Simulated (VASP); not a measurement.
Input of a VASP 6.6.1 run:

File INCAR:

```
SYSTEM = TiN
PREC     = Accurate       ! precision mode
ENCUT    = 520            ! plane-wave cutoff, eV
EDIFF    = 1E-6           ! SCF threshold, eV
ISMEAR   = -1             ! smearing method
SIGMA    = 0.05           ! smearing width, eV
LREAL    = .False.        ! projectors in reciprocal space
LASPH    = .True.         ! aspherical terms in the spheres
NELM     = 100            ! most SCF steps
ALGO     = Normal         ! electronic algorithm
ISIF     = 2              ! what is computed and relaxed
LWAVE    = .False.        ! write WAVECAR
LCHARG   = .False.        ! write CHGCAR
GGA      = PE             ! functional
NBANDS   = 16             ! bands
```

KPOINTS

```
regular mesh
0
Gamma
  13 13 13
  0 0 0
```

POSCAR

```
TiN
1.0
    0.0000000000      2.1360533897      2.1360533897
    2.1360533897      0.0000000000      2.1360533897
    2.1360533897      2.1360533897      0.0000000000
Ti N
1 1
Direct
    0.0000000000      0.0000000000      0.0000000000
    0.5000000000      0.5000000000      0.5000000000
```

Potentials or basis: VASP PAW PBE potentials, release 64 (Ti_sv, N).

Command:

```console
$ cat potpaw_PBE.64/Ti_sv/POTCAR potpaw_PBE.64/N/POTCAR > POTCAR
$ mpirun -np 1 vasp_std > vasp.out
```

**Question.** What does it give for the pressure?

**Answer.** -4.3 GPa.
